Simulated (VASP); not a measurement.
A run of VASP 6.6.1 is set up as follows.

INCAR

```
PREC = Accurate ; ENCUT = 520
EDIFF = 1E-6 ; ISMEAR = 0
SIGMA = 0.1 ; LREAL = False
LASPH = True ; NELM = 80
ALGO = Normal ; ISIF = 2
LWAVE = False ; LCHARG = False
GGA = PE ; NBANDS = 28
```

Contents of KPOINTS:

```
regular mesh
0
Gamma
  12 12 4
```

The input POSCAR:

```
MgSn2N2
1.0
    3.4708045279      0.0000000000      0.0000000000
   -1.7354022639      3.0058048927      0.0000000000
    0.0000000000      0.0000000000      9.1623050732
Mg Sn N
1 2 2
Direct
    0.3333333333      0.6666666667      0.9559524931
    0.3333333333      0.6666666667      0.2877947996
    0.6666666667      0.3333333333      0.6353428599
    0.3333333333      0.6666666667      0.7152169570
    0.6666666667      0.3333333333      0.4056928903
```

Potentials or basis: VASP PAW PBE potentials, release 64 (Mg, Sn_d, N).

Command:

```console
$ cat potpaw_PBE.64/Mg/POTCAR potpaw_PBE.64/Sn_d/POTCAR potpaw_PBE.64/N/POTCAR > POTCAR
$ mpirun -np 1 vasp_std > vasp.out
```

Estimate the pressure.

0.0 GPa.

Estimate the largest force.

0.034 eV/Å.

Forces in eV/Å, atoms in the order of the input:
```
Mg   0.000  0.000 -0.007
Sn   0.000  0.000 -0.034
Sn   0.000  0.000  0.016
N    0.000  0.000  0.026
N    0.000  0.000 -0.001
```
